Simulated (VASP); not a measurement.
## Rh: single point with PBEsol

Rh:

```xyz
4
Lattice="2.6756 0.0000 0.0000 -1.3378 2.3171 0.0000 0.0000 0.0000 8.7275" Properties=species:S:1:pos:R:3 pbc="T T T"
Rh    0.0000    0.0000    0.0000
Rh    0.0000    1.5447    2.1819
Rh    0.0000    0.0000    4.3638
Rh    1.3378    0.7724    6.5456
```

This isn't the form of Rh at room conditions, which is fcc.

* Program: VASP 6.6.1
* Task: single point
* Functional: PBEsol
* Potentials or basis: VASP PAW PBE potentials, release 64 (Rh_pv)
* Cutoff: 520 eV
* k mesh: 18 × 18 × 6
* Occupations: gaussian, width 0.15 eV
* Spin: no spin polarisation

```yaml
Pressure: 0.0 GPa
Band_gap_on_the_k_mesh: zero (bands 30 and 31 overlap by 2.06 eV)
```

Stress tensor (GPa, compression positive):
```
 0.01  0.00  0.00
 0.00  0.01  0.00
 0.00  0.00 -0.07
```

Levels at points of the mesh, in eV from the Fermi level:
| k point | band 28 | band 29 | band 30 | band 31 | band 32 | band 33 |
| --- | --- | --- | --- | --- | --- | --- |
| (0.00, 0.00, 0.00) | -1.49 | -1.49 | -0.89 | -0.89 | -0.36 | -0.36 |
| (0.50, 0.00, 0.00) | 0.62 | 0.68 | 0.85 | 0.86 | 0.89 | 1.15 |
| (0.00, 0.00, 0.50) | -1.23 | -1.17 | -1.17 | -1.17 | -1.17 | 0.08 |
| (0.50, 0.00, 0.50) | -0.12 | 0.60 | 0.60 | 0.83 | 0.83 | 2.87 |

It took 8 min on 1 thread of Intel Xeon 8259CL, with other jobs on the host, peak memory 0.33 GiB.

Caveat: the PAW data sets were made with another functional, which shifts forces and pressure a little.
